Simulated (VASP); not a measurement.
A run of VASP 6.6.1:

Contents of INCAR:

```
PREC = Accurate ; ENCUT = 400
EDIFF = 1E-6 ; ISMEAR = 0
SIGMA = 0.02 ; LREAL = F
LASPH = T ; NELM = 120
ALGO = Normal ; ISIF = 2
LWAVE = F ; LCHARG = T
LDIPOL = T ; IDIPOL = 3
DIPOL = 0.5 0.5 0.500 ; GGA = PE
IVDW = 12 ; LELF = T
LVHAR = T ; LVACPOTAV = T
NBANDS = 19 ; GGA_COMPAT = F
NELMDL = -8
```

File KPOINTS:

```
Automatic mesh
0
Gamma
  9 9 1
```

POSCAR

```
ZrS2
1.0
    3.7220000000      0.0000000000      0.0000000000
   -1.8610000000      3.2233465529      0.0000000000
    0.0000000000      0.0000000000     31.8416303012
S Zr
2 1
Direct
    0.6666666667      0.3333333333      0.4541951845
    0.3333333333      0.6666666667      0.5458048155
    0.0000000000      0.0000000000      0.5000000000
```

Potentials or basis: VASP PAW PBE potentials, release 64 (S, Zr_sv).

Run with:

```bash
$ cat potpaw_PBE.64/S/POTCAR potpaw_PBE.64/Zr_sv/POTCAR > POTCAR
$ mpirun -np 1 vasp_std > vasp.out
```

Hardware: 1 thread of Intel Xeon 8259CL, on a shared host.

Q: How long does it take, and how much memory?

A: It took 2.9 min on 1 thread of Intel Xeon 8259CL, with other jobs on the host, peak memory 0.36 GiB. Counts: scf iterations 26, k points 12.
